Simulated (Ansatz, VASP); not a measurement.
## Two plane-wave programs on Co

```xyz
2
Lattice="2.6432 0.0000 0.0000 -1.3216 2.2891 0.0000 0.0000 0.0000 4.3179" Properties=species:S:1:pos:R:3 pbc="T T T"
Co    1.3216    0.7630    1.1221
Co    0.0000    1.5261    3.1958
```

Change from the starting cell: volume scaled by 1.2, no spin polarisation, PAW files.

Alike in both runs: task single point; functional PBE; k mesh 15 × 15 × 8; occupations fermi-dirac, width 0.08 eV; no spin polarisation.

|  | VASP | Ansatz |
| --- | --- | --- |
| version | VASP 6.6.1 | Ansatz 0.2.0 |
| potentials or method | VASP PAW PBE potentials, release 64 (Co) | PAW with Ansatz's default frozen-core files, scalar-relativistic |
| plane-wave cutoff (eV) | 520 | 420 |
| valence electrons in the cell | 18 | 34 |

Ansatz gave:

- pressure (GPa): -33.0
- traceless stress, the component that is largest in VASP (GPa): -1.31
- rms of the force components (eV/Å): 0.085

Which values does VASP return?

Pressure (GPa): -32.6; traceless stress, the component that is largest in VASP (GPa): -1.32; rms of the force components (eV/Å): 0.080.

Atom by atom the forces differ by 0.005 eV/Å (rms over components). Both programs put the cell under strong tension, so it lies far from rest at this level. VASP's potentials hold 18 valence electrons a cell and Ansatz's 34, so a difference there can come from the potentials and not from the codes.

Noted on VASP's run: the cell as given lies far from equilibrium.
